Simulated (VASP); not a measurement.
The system is Ag.

```
CELL_PARAMETERS angstrom
0.00000 2.04275 2.04275
2.04275 0.00000 2.04275
2.04275 2.04275 0.00000
ATOMIC_POSITIONS crystal
Ag 0.00000 0.00000 0.00000
```

```yaml
Program: VASP 6.6.1
Task: relaxation of cell and atoms
Functional: PBEsol
Dispersion: D3(BJ)
Potentials_or_basis: VASP PAW PBE potentials, release 64 (Ag)
Cutoff: 600 eV
k_mesh: 11 × 11 × 11
Occupations: fermi-dirac, width 0.05 eV
Spin: no spin polarisation
```

At the start: pressure -8.4 GPa; volume 17.05 Å³/atom.

Q: Where does the relaxation end?

A: Over 6 steps the energy falls by 33.6 meV/atom and the volume is 15.86 Å³/atom (-7.0 %); space group Fm-3m (No. 225, to 0.05 Å).

The path:
```
step  energy change (eV)  largest force (eV/Å)  pressure (GPa)  volume (Å³)
   1              0.0000                0.0000           -8.36        17.05
   2             -0.0067                0.0000           10.05        14.95
   3             -0.0336                0.0000           -0.09        15.87
   4             -0.0336                0.0000            0.12        15.85
   5             -0.0336                0.0000           -0.08        15.87
   6             -0.0336                0.0000            0.01        15.86
```

Final structure:
```
CELL_PARAMETERS angstrom
0.00000 1.99423 1.99423
1.99423 0.00000 1.99423
1.99423 1.99423 0.00000
ATOMIC_POSITIONS crystal
Ag 0.00000 0.00000 0.00000
```

Caveat: the PAW data sets were made with another functional, which shifts forces and pressure a little; pairwise dispersion overbinds metals, which lowers pressure and volume.
